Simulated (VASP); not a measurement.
# Pt (P6_3/mmc) in VASP: further runs, part 2 of 2

VASP 6.6.1. Earlier steps stand in the parts before.

**3. Single point, PBEsol**

This run uses another cell than the first one, of 15.62 Å³/atom.

File INCAR:

```
SYSTEM = Pt
PREC = Accurate
ENCUT = 520
EDIFF = 1E-6
ISMEAR = 0
SIGMA = 0.1
LREAL = .FALSE.
LASPH = .TRUE.
NELM = 100
ALGO = Fast
ISIF = 2
LWAVE = .FALSE.
LCHARG = .FALSE.
GGA = PS
NBANDS = 28
```

File KPOINTS:

```
regular mesh
0
G
  15 15 8
  0 0 0
```

File POSCAR:

```
Pt
1.0
    2.7077779377      0.0000000000      0.0000000000
   -1.3538889689      2.3450044818      0.0000000000
    0.0000000000      0.0000000000      9.8383077626
Pt
4
Direct
    0.3333333333      0.6666666667      0.3812846088
    0.6666666667      0.3333333333      0.8812846088
    0.6666666667      0.3333333333      0.6187153912
    0.3333333333      0.6666666667      0.1187153912
```

Potentials or basis: VASP PAW PBE potentials, release 64 (Pt).

Run with:

```console
cat potpaw_PBE.64/Pt/POTCAR > POTCAR
mpirun -np 1 vasp_std > vasp.out
```

OUTCAR:

```text
SYSTEM = Pt
   PREC = Accurate
   ENCUT = 520
   EDIFF = 1E-6
   ISMEAR = 0
   LREAL = .FALSE.
   LASPH = .TRUE.
   NELM = 100
   ISIF = 2
   GGA = PS

 ion  position               nearest neighbor table
   1  0.333  0.667  0.381-   4 2.58   3 2.81   3 2.81   3 2.81
   2  0.667  0.333  0.881-   3 2.58   4 2.81   4 2.81   4 2.81
   3  0.667  0.333  0.619-   2 2.58   1 2.81   1 2.81   1 2.81
   4  0.333  0.667  0.119-   1 2.58   2 2.81   2 2.81   2 2.81

  LATTYP: Found a hexagonal cell.
 ALAT       =     2.7077779377
 C/A-ratio  =     3.6333510313

  Lattice vectors:

 A1 = (   2.7077779377,   0.0000000000,   0.0000000000)
 A2 = (  -1.3538889689,   2.3450044818,   0.0000000000)
 A3 = (   0.0000000000,   0.0000000000,   9.8383077626)

Analysis of symmetry for initial positions (statically):
=====================================================================
 Subroutine PRICEL returns:
 Original cell was already a primitive cell.

 Routine SETGRP: Setting up the symmetry group for a
 hexagonal supercell.

 Subroutine GETGRP returns: Found 24 space group operations
 (whereof 12 operations were pure point group operations)
 out of a pool of 24 trial point group operations.

The static configuration has the point symmetry D_3d.
 The point group associated with its full space group is D_6h.

Analysis of symmetry for dynamics (positions and initial velocities):
=====================================================================
 Subroutine PRICEL returns:
 Original cell was already a primitive cell.

 Routine SETGRP: Setting up the symmetry group for a
 hexagonal supercell.

 Subroutine GETGRP returns: Found 24 space group operations
 (whereof 12 operations were pure point group operations)
 out of a pool of 24 trial point group operations.

The dynamic configuration has the point symmetry D_3d.
 The point group associated with its full space group is D_6h.

 Subroutine INISYM returns: Found 24 space group operations
 (whereof 12 operations are pure point group operations),
 and found     1 'primitive' translations

----------------------------------------------------------------------------------------

                                     Primitive cell

  volume of cell :      62.4708

  direct lattice vectors                    reciprocal lattice vectors
     2.707777938  0.000000000  0.000000000     0.369306503  0.213219209  0.000000000
    -1.353888969  2.345004482  0.000000000     0.000000000  0.426438417  0.000000000
     0.000000000  0.000000000  9.838307763     0.000000000  0.000000000  0.101643496

  length of vectors
     2.707777938  2.707777938  9.838307763     0.426438417  0.426438417  0.101643496

  position of ions in fractional coordinates (direct lattice)
     0.333333333  0.666666667  0.381284609
     0.666666667  0.333333333  0.881284609
     0.666666667  0.333333333  0.618715391
     0.333333333  0.666666667  0.118715391

  ion indices of the primitive-cell ions
   primitive index   ion index
                 1           1
                 2           2
                 3           3
                 4           4

----------------------------------------------------------------------------------------

 KPOINTS: regular mesh

Automatic generation of k-mesh.
 Grid dimensions read from file:
 generate k-points for:   15   15    8

 Generating k-lattice:

  Cartesian coordinates                     Fractional coordinates (reciprocal lattice)
     0.024620434  0.014214614  0.000000000     0.066666667  0.000000000  0.000000000
     0.000000000  0.028429228  0.000000000     0.000000000  0.066666667  0.000000000
     0.000000000  0.000000000  0.012705437     0.000000000  0.000000000  0.125000000

  Length of vectors
     0.028429228  0.028429228  0.012705437

  Shift w.r.t. Gamma in fractional coordinates (k-lattice)
     0.000000000  0.000000000  0.000000000

 Subroutine IBZKPT returns following result:
 ===========================================

 Found    135 irreducible k-points:

 Following reciprocal coordinates:
            Coordinates               Weight
  0.000000  0.000000  0.000000      1.000000
  0.066667  0.000000  0.000000      6.000000
  0.133333 -0.000000  0.000000      6.000000
  0.200000 -0.000000  0.000000      6.000000
  0.266667 -0.000000  0.000000      6.000000
  0.333333 -0.000000  0.000000      6.000000
[... 16 lines left out ...]
  0.333333  0.200000  0.000000     12.000000
  0.400000  0.200000  0.000000      6.000000
 [... further k-points ...]
   k-points           NKPTS =    135   k-points in BZ     NKDIM =    135   number of bands    NBANDS=     28
   number of dos      NEDOS =    301   number of ions     NIONS =      4
   total plane-waves  NPLWV =  32000
   dimension x,y,z NGX =    20 NGY =   20 NGZ =   80
   dimension x,y,z NGXF=    40 NGYF=   40 NGZF=  160
   ions per type =               4
   NGX,Y,Z   is equivalent  to a cutoff of  12.28, 12.28, 13.52 a.u.
   NGXF,Y,Z  is equivalent  to a cutoff of  24.56, 24.56, 27.04 a.u.
 SYSTEM =  Pt
   PREC   = accura    normal or accurate (medium, high low for compatibility)
   ISTART =      0    job   : 0-new  1-cont  2-samecut
   ICHARG =      2    charge: 1-file 2-atom 10-const
   ISPIN  =      1    spin polarized calculation?
   LNONCOLLINEAR =      F non collinear calculations
   LSORBIT =      F    spin-orbit coupling
   LASPH  =      T    aspherical Exc in radial PAW
   ENCUT  =  520.0 eV  38.22 Ry    6.18 a.u.   5.03  5.03 18.29*2*pi/ulx,y,z
   NELM   =    100;   NELMIN=  2; NELMDL= -5     # of ELM steps
   EDIFF  = 0.1E-05   stopping-criterion for ELM
   LREAL  =      F    real-space projection
   EDIFFG = 0.1E-04   stopping-criterion for IOM
   NSW    =      0    number of steps for IOM
   IBRION =     -1    ionic relax: 0-MD 1-quasi-New 2-CG
   NFREE  =      0    steps in history (QN), initial steepest desc. (CG)
   ISIF   =      2    stress and relaxation
   ISYM   =      2    0-nonsym 1-usesym 2-fastsym
   POTIM  = 0.5000    time-step for ionic-motion
   TEBEG  =    0.0;   TEEND  =   0.0 temperature during run
   PSTRESS=    0.0 pullay stress
   NELECT =      40.0000    total number of electrons
   NUPDOWN=      -1.0000    fix difference up-down
   EMIN   =  10.00;   EMAX   =-10.00  energy-range for DOS
   EFERMI =   0.00;   METHOD = LEGACY
   ISMEAR =     0;   SIGMA  =   0.10  broadening in eV -4-tet -1-fermi 0-gaus
   EFERMI_NEDOS =   21; number of points for ismear=-14 and -15
   IALGO  =     68    algorithm
   IMIX   =      4    mixing-type and parameters
     AMIX     =   0.40;   BMIX     =  1.00
     AMIX_MAG =   1.60;   BMIX_MAG =  1.00
  volume/ion in A,a.u.               =      15.62       105.39
  Fermi-wavevector in a.u.,A,eV,Ry     =   1.411029  2.666457 27.089219  1.991001
  Thomas-Fermi vector in A             =   2.532922
   LORBIT       =      0    0 simple, 1 ext, 2 COOP (PROOUT), +10 PAW based schemes
   GGA     = PS    functional components
   LHFCALC =     F    Hartree Fock is set to
   AEXX    =    0.0000 exact exchange contribution
   IVDW    =     0    specifies the selected vdW correction
   LEPSILON=     F    determine dielectric tensor
   LRPA    =     F    only Hartree local field effects (RPA)
 non-spin polarized calculation
 RMM-DIIS sequential band-by-band and
 Gauss-broadening in eV      SIGMA  =   0.10
  energy-cutoff  :      520.00
  volume of cell :       62.47
 maximum number of plane-waves:      1711
   NGX = 11   NGY = 11   NGZ = 37

 number of electron      39.9999999 magnetization

 Free energy of the ion-electron system (eV)
  ---------------------------------------------------
  ext. energy  EPLUGINS =         0.00000000
  ---------------------------------------------------
  free energy    TOTEN  =       -27.46977947 eV

  energy without entropy =      -27.43622304  energy(sigma->0) =      -27.45300126

 E-fermi :  10.5686     XC(G=0): -13.3769

 val. band max:       10.5636876909   @ k =   0.4000  -0.0000   0.2500
 cond. band min:      10.5696952480   @ k =   0.3333   0.3333   0.3750
 fundamental gap:      0.0060075571
 Fermi energy:        10.5686181060

 k-point     1 :       0.0000    0.0000    0.0000
  band No.  band energies     occupation
      1       0.5076      2.00000
      2       1.8540      2.00000
      3       2.2893      2.00000
      4       3.2317      2.00000
      5       5.0710      2.00000
      6       5.3743      2.00000
[... 733 lines left out ...]
     27      19.5094      0.00000
     28      19.6828      0.00000

 [... further k-points ...]

------------------------ aborting loop because EDIFF is reached ----------------------------------------

  FORCE on cell =-STRESS in cart. coord.  units (eV):
  Direction    XX          YY          ZZ          XY          YZ          ZX
  --------------------------------------------------------------------------------------
  -------------------------------------------------------------------------------------
  Total       -0.1656331     -0.1656331     -0.1908071      0.0000000      0.0000000      0.0000000
  in kB       -4.2479608     -4.2479608     -4.8935956      0.0000000      0.0000000      0.0000000
  external PRESSURE =      -4.4631724 kB  Pullay stress =       0.0000000 kB

 VOLUME and BASIS-vectors are now :
 -----------------------------------------------------------------------------
  energy-cutoff  :      520.00
  volume of cell :       62.47
      direct lattice vectors                 reciprocal lattice vectors
     2.707777938  0.000000000  0.000000000     0.369306503  0.213219209  0.000000000
    -1.353888969  2.345004482  0.000000000     0.000000000  0.426438417  0.000000000
     0.000000000  0.000000000  9.838307763     0.000000000  0.000000000  0.101643496

 POSITION                                       TOTAL-FORCE (eV/Angst)
 -----------------------------------------------------------------------------------
     -0.00000      1.56334      3.75120         0.000000     -0.000000     -0.004710
      1.35389      0.78167      8.67035        -0.000000      0.000000     -0.004710
      1.35389      0.78167      6.08711        -0.000000      0.000000      0.004710
     -0.00000      1.56334      1.16796         0.000000     -0.000000      0.004710
 -----------------------------------------------------------------------------------
    total drift:                               -0.000000      0.000000     -0.000000

  FREE ENERGIE OF THE ION-ELECTRON SYSTEM (eV)
  ---------------------------------------------------
  free  energy   TOTEN  =       -27.4697794700 eV

  energy  without entropy=      -27.4362230403  energy(sigma->0) =      -27.45300126
```

stdout:

```text
POSCAR found type information on POSCAR Pt
 POSCAR found :  1 types and       4 ions
 scaLAPACK will be used
 -----------------------------------------------------------------------------
|                                                                             |
|                                                                             |
|     You enforced a specific xc type in the INCAR file but a different       |
|     I HOPE YOU KNOW WHAT YOU ARE DOING!                                     |
|                                                                             |
 -----------------------------------------------------------------------------

 LDA part: xc-table for (Slater+PW92), standard interpolation
 POSCAR, INCAR and KPOINTS ok, starting setup
 FFT: planning ... GRIDC
 FFT: planning ... GRID_SOFT
 FFT: planning ... GRID
 WAVECAR not read
 entering main loop
```

Run time: 1.9 min. Hardware: 1 thread of Intel Xeon 6975P-C (Granite Rapids), shared host; peak memory 0.29 GiB.

What came out:

- Free energy: -27.4698 eV
- Pressure: -0.4 GPa
- Largest force: 0.005 eV/Å
- Band gap on the k mesh: zero (bands 20 and 21 overlap by 1.93 eV)

Forces in eV/Å, atoms in the order of the input:
```
Pt   0.000  0.000 -0.005
Pt   0.000  0.000 -0.005
Pt   0.000  0.000  0.005
Pt   0.000  0.000  0.005
```

Caveat: the PAW data sets were made with another functional, which shifts forces and pressure a little; spin-orbit coupling is left out, which moves the levels of the heavy elements.
